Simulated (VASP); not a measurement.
# Cs (P6_3/mmc) in VASP: notebook

The runs below take Cs through single point, with LDA.

Program: VASP 6.6.1. These are calculated values, not measurements. Logs are shortened: lines on timing, memory, paths and dates and some standing lists are left out, and cuts for length are marked.

### Step 1. The cell of the first run

It takes space group P6_3/mmc (No. 194, hexagonal). The conventional cell has a = 3.796 Å, b = 3.796 Å, c = 6.150 Å, α = 90.00°, β = 90.00°, γ = 120.00°. Cs (site symmetry -6m2) has 12 Cs at 3.78 to 3.80 Å within 5.0 Å.

This isn't the form of Cs at room conditions, which is bcc.

### Step 2. Single point, LDA

File INCAR:

```
SYSTEM = Cs
ALGO = Normal ; EDIFF = 1E-6
ENCUT = 520 ; ISIF = 2
ISMEAR = -1 ; LASPH = .TRUE.
LCHARG = .FALSE. ; LREAL = .FALSE.
LWAVE = .FALSE. ; NBANDS = 16
NELM = 60 ; PREC = Accurate
SIGMA = 0.1
```

File KPOINTS:

```
k-points
0
G
  9 9 5
  0 0 0
```

File POSCAR:

```
Cs
1.0
    3.7964280727      0.0000000000      0.0000000000
   -1.8982140364      3.2878031546      0.0000000000
    0.0000000000      0.0000000000      6.1502134777
Cs
2
Direct
    0.3333333333      0.6666666667      0.2500000000
    0.6666666667      0.3333333333      0.7500000000
```

Potentials or basis: VASP PAW LDA potentials, release 64 (Cs_sv).

Command:

```
$ cat potpaw_LDA.64/Cs_sv/POTCAR > POTCAR
$ mpirun -np 1 vasp_std > vasp.out
```

OUTCAR:

```text
SYSTEM = Cs
   EDIFF = 1E-6
   ENCUT = 520
   ISIF = 2
   ISMEAR = -1
   LASPH = .TRUE.
   LREAL = .FALSE.
   NELM = 60
   PREC = Accurate

 ion  position               nearest neighbor table
   1  0.333  0.667  0.250-
   2  0.667  0.333  0.750-

  LATTYP: Found a hexagonal cell.
 ALAT       =     3.7964280727
 C/A-ratio  =     1.6200000000

  Lattice vectors:

 A1 = (   3.7964280727,   0.0000000000,   0.0000000000)
 A2 = (  -1.8982140364,   3.2878031546,   0.0000000000)
 A3 = (   0.0000000000,   0.0000000000,   6.1502134777)

Analysis of symmetry for initial positions (statically):
=====================================================================
 Subroutine PRICEL returns:
 Original cell was already a primitive cell.

 Routine SETGRP: Setting up the symmetry group for a
 hexagonal supercell.

 Subroutine GETGRP returns: Found 24 space group operations
 (whereof 12 operations were pure point group operations)
 out of a pool of 24 trial point group operations.

The static configuration has the point symmetry D_3d.
 The point group associated with its full space group is D_6h.

Analysis of symmetry for dynamics (positions and initial velocities):
=====================================================================
 Subroutine PRICEL returns:
 Original cell was already a primitive cell.

 Routine SETGRP: Setting up the symmetry group for a
 hexagonal supercell.

 Subroutine GETGRP returns: Found 24 space group operations
 (whereof 12 operations were pure point group operations)
 out of a pool of 24 trial point group operations.

The dynamic configuration has the point symmetry D_3d.
 The point group associated with its full space group is D_6h.

 Subroutine INISYM returns: Found 24 space group operations
 (whereof 12 operations are pure point group operations),
 and found     1 'primitive' translations

----------------------------------------------------------------------------------------

                                     Primitive cell

  volume of cell :      76.7664

  direct lattice vectors                    reciprocal lattice vectors
     3.796428073  0.000000000  0.000000000     0.263405491  0.152077231  0.000000000
    -1.898214036  3.287803155  0.000000000     0.000000000  0.304154462  0.000000000
     0.000000000  0.000000000  6.150213478     0.000000000  0.000000000  0.162595982

  length of vectors
     3.796428073  3.796428073  6.150213478     0.304154462  0.304154462  0.162595982

  position of ions in fractional coordinates (direct lattice)
     0.333333333  0.666666667  0.250000000
     0.666666667  0.333333333  0.750000000

  ion indices of the primitive-cell ions
   primitive index   ion index
                 1           1
                 2           2

----------------------------------------------------------------------------------------

 KPOINTS: k-points

Automatic generation of k-mesh.
 Grid dimensions read from file:
 generate k-points for:    9    9    5

 Generating k-lattice:

  Cartesian coordinates                     Fractional coordinates (reciprocal lattice)
     0.029267277  0.016897470  0.000000000     0.111111111  0.000000000  0.000000000
     0.000000000  0.033794940  0.000000000     0.000000000  0.111111111  0.000000000
     0.000000000  0.000000000  0.032519196     0.000000000  0.000000000  0.200000000

  Length of vectors
     0.033794940  0.033794940  0.032519196

  Shift w.r.t. Gamma in fractional coordinates (k-lattice)
     0.000000000  0.000000000  0.000000000

 Subroutine IBZKPT returns following result:
 ===========================================

 Found     36 irreducible k-points:

 Following reciprocal coordinates:
            Coordinates               Weight
  0.000000  0.000000  0.000000      1.000000
  0.111111 -0.000000  0.000000      6.000000
  0.222222 -0.000000  0.000000      6.000000
  0.333333  0.000000  0.000000      6.000000
  0.444444 -0.000000  0.000000      6.000000
  0.111111  0.111111  0.000000      6.000000
[... 16 lines left out ...]
  0.333333  0.222222  0.200000     24.000000
  0.333333  0.333333  0.200000      4.000000
 [... further k-points ...]
   k-points           NKPTS =     36   k-points in BZ     NKDIM =     36   number of bands    NBANDS=     16
   number of dos      NEDOS =    301   number of ions     NIONS =      2
   total plane-waves  NPLWV =  37632
   dimension x,y,z NGX =    28 NGY =   28 NGZ =   48
   dimension x,y,z NGXF=    56 NGYF=   56 NGZF=   96
   ions per type =               2
   NGX,Y,Z   is equivalent  to a cutoff of  12.26, 12.26, 12.97 a.u.
   NGXF,Y,Z  is equivalent  to a cutoff of  24.52, 24.52, 25.95 a.u.
 SYSTEM =  Cs
   PREC   = accura    normal or accurate (medium, high low for compatibility)
   ISTART =      0    job   : 0-new  1-cont  2-samecut
   ICHARG =      2    charge: 1-file 2-atom 10-const
   ISPIN  =      1    spin polarized calculation?
   LNONCOLLINEAR =      F non collinear calculations
   LSORBIT =      F    spin-orbit coupling
   LASPH  =      T    aspherical Exc in radial PAW
   ENCUT  =  520.0 eV  38.22 Ry    6.18 a.u.   7.06  7.06 11.44*2*pi/ulx,y,z
   NELM   =     60;   NELMIN=  2; NELMDL= -5     # of ELM steps
   EDIFF  = 0.1E-05   stopping-criterion for ELM
   LREAL  =      F    real-space projection
   EDIFFG = 0.1E-04   stopping-criterion for IOM
   NSW    =      0    number of steps for IOM
   IBRION =     -1    ionic relax: 0-MD 1-quasi-New 2-CG
   NFREE  =      0    steps in history (QN), initial steepest desc. (CG)
   ISIF   =      2    stress and relaxation
   ISYM   =      2    0-nonsym 1-usesym 2-fastsym
   POTIM  = 0.5000    time-step for ionic-motion
   TEBEG  =    0.0;   TEEND  =   0.0 temperature during run
   PSTRESS=    0.0 pullay stress
   NELECT =      18.0000    total number of electrons
   NUPDOWN=      -1.0000    fix difference up-down
   EMIN   =  10.00;   EMAX   =-10.00  energy-range for DOS
   EFERMI =   0.00;   METHOD = LEGACY
   ISMEAR =    -1;   SIGMA  =   0.10  broadening in eV -4-tet -1-fermi 0-gaus
   EFERMI_NEDOS =   21; number of points for ismear=-14 and -15
   IALGO  =     38    algorithm
   IMIX   =      4    mixing-type and parameters
     AMIX     =   0.40;   BMIX     =  1.00
     AMIX_MAG =   1.60;   BMIX_MAG =  1.00
  volume/ion in A,a.u.               =      38.38       259.02
  Fermi-wavevector in a.u.,A,eV,Ry     =   1.009505  1.907688 13.865710  1.019101
  Thomas-Fermi vector in A             =   2.142438
   LORBIT       =      0    0 simple, 1 ext, 2 COOP (PROOUT), +10 PAW based schemes
   GGA     = CA    functional components
   LHFCALC =     F    Hartree Fock is set to
   AEXX    =    0.0000 exact exchange contribution
   IVDW    =     0    specifies the selected vdW correction
   LEPSILON=     F    determine dielectric tensor
   LRPA    =     F    only Hartree local field effects (RPA)
 non-spin polarized calculation
  energy-cutoff  :      520.00
  volume of cell :       76.77
 maximum number of plane-waves:      2079
   NGX = 15   NGY = 15   NGZ = 23

 number of electron      18.0000004 magnetization

 Free energy of the ion-electron system (eV)
  ---------------------------------------------------
  ext. energy  EPLUGINS =         0.00000000
  ---------------------------------------------------
  free energy    TOTEN  =        -0.78288151 eV

  energy without entropy =       -0.67528326  energy(sigma->0) =       -0.72908238

 E-fermi :   4.8912     XC(G=0):  -9.2129

 val. band max:        4.8686209894   @ k =   0.3333   0.2222   0.4000
 cond. band min:       4.9101051546   @ k =   0.2222   0.1111   0.4000
 fundamental gap:      0.0414841651
 Fermi energy:         4.8911782043

 k-point     1 :       0.0000    0.0000    0.0000
  band No.  band energies     occupation
      1     -19.2966      2.00000
      2     -18.7676      2.00000
      3      -7.3867      2.00000
      4      -4.8903      2.00000
      5      -4.8903      2.00000
      6      -4.5260      2.00000
[... 8 lines left out ...]
     15       8.6539      0.00000
     16       9.4791      0.00000

 k-point     2 :       0.1111   -0.0000    0.0000
  band No.  band energies     occupation
      1     -19.2477      2.00000
      2     -18.7430      2.00000
      3      -7.2922      2.00000
      4      -5.2109      2.00000
      5      -4.9858      2.00000
      6      -4.8448      2.00000
[... 8 lines left out ...]
     15       8.4358      0.00000
     16       9.0304      0.00000

 k-point     3 :       0.2222   -0.0000    0.0000
  band No.  band energies     occupation
      1     -19.1161      2.00000
      2     -18.6837      2.00000
      3      -7.0235      2.00000
      4      -5.9392      2.00000
      5      -5.5340      2.00000
      6      -5.1984      2.00000
[... 8 lines left out ...]
     15       8.8345      0.00000
     16       9.1501      0.00000

 k-point     4 :       0.3333    0.0000    0.0000
  band No.  band energies     occupation
      1     -18.9460      2.00000
      2     -18.6279      2.00000
      3      -6.6597      2.00000
      4      -6.6314      2.00000
      5      -6.1971      2.00000
      6      -5.4096      2.00000
[... 8 lines left out ...]
     15       8.5397      0.00000
     16      10.7763      0.00000
[... 324 lines left out ...]
 k-point    22 :       0.2222    0.2222    0.2000
  band No.  band energies     occupation
      1     -18.8379      2.00000
      2     -18.6352      2.00000
      3      -6.7729      2.00000
      4      -6.6420      2.00000
      5      -5.9340      2.00000
      6      -5.7800      2.00000
[... 8 lines left out ...]
     15       8.2499      0.00000
     16      10.1210      0.00000

 k-point    23 :       0.3333    0.2222    0.2000
  band No.  band energies     occupation
      1     -18.7273      2.00000
      2     -18.6257      2.00000
      3      -6.9210      2.00000
      4      -6.6654      2.00000
      5      -6.1866      2.00000
      6      -5.7110      2.00000
[... 8 lines left out ...]
     15       9.1180      0.00000
     16      10.7934      0.00000

 k-point    24 :       0.3333    0.3333    0.2000
  band No.  band energies     occupation
      1     -18.6555      2.00000
      2     -18.6555      2.00000
      3      -6.6746      2.00000
      4      -6.5796      2.00000
      5      -6.5796      2.00000
      6      -5.9136      2.00000
[... 8 lines left out ...]
     15       9.2224      0.00000
     16      10.7262      0.00000

 [... further k-points ...]

------------------------ aborting loop because EDIFF is reached ----------------------------------------

  FORCE on cell =-STRESS in cart. coord.  units (eV):
  Direction    XX          YY          ZZ          XY          YZ          ZX
  --------------------------------------------------------------------------------------
  -------------------------------------------------------------------------------------
  Total        2.4355334      2.4355334      2.1850592     -0.0000000      0.0000000     -0.0000000
  in kB       50.8315665     50.8315665     45.6039671     -0.0000000      0.0000000     -0.0000000
  external PRESSURE =      49.0890334 kB  Pullay stress =       0.0000000 kB

 VOLUME and BASIS-vectors are now :
 -----------------------------------------------------------------------------
  energy-cutoff  :      520.00
  volume of cell :       76.77
      direct lattice vectors                 reciprocal lattice vectors
     3.796428073  0.000000000  0.000000000     0.263405491  0.152077231  0.000000000
    -1.898214036  3.287803155  0.000000000     0.000000000  0.304154462  0.000000000
     0.000000000  0.000000000  6.150213478     0.000000000  0.000000000  0.162595982

 POSITION                                       TOTAL-FORCE (eV/Angst)
 -----------------------------------------------------------------------------------
     -0.00000      2.19187      1.53755         0.000000     -0.000000      0.000000
      1.89821      1.09593      4.61266        -0.000000      0.000000      0.000000
 -----------------------------------------------------------------------------------
    total drift:                               -0.000000      0.000000     -0.000000

  FREE ENERGIE OF THE ION-ELECTRON SYSTEM (eV)
  ---------------------------------------------------
  free  energy   TOTEN  =        -0.7828815053 eV

  energy  without entropy=       -0.6752832572  energy(sigma->0) =       -0.72908238
```

Run time: 48 s. Hardware: 1 thread of Intel Xeon 8259CL, shared host; peak memory 0.17 GiB.

What came out:

| Quantity | Value |
| --- | --- |
| Free energy | -0.7829 eV |
| Pressure | 4.9 GPa |
| Band gap on the k mesh | zero (bands 9 and 10 overlap by 1.23 eV) |

Caveat: the cell stands under pressure; spin-orbit coupling is left out, which moves the levels of the heavy elements.

[end of part 1 of 2]

The gap in the log of VASP goes by the Fermi energy; the results here count the filled bands.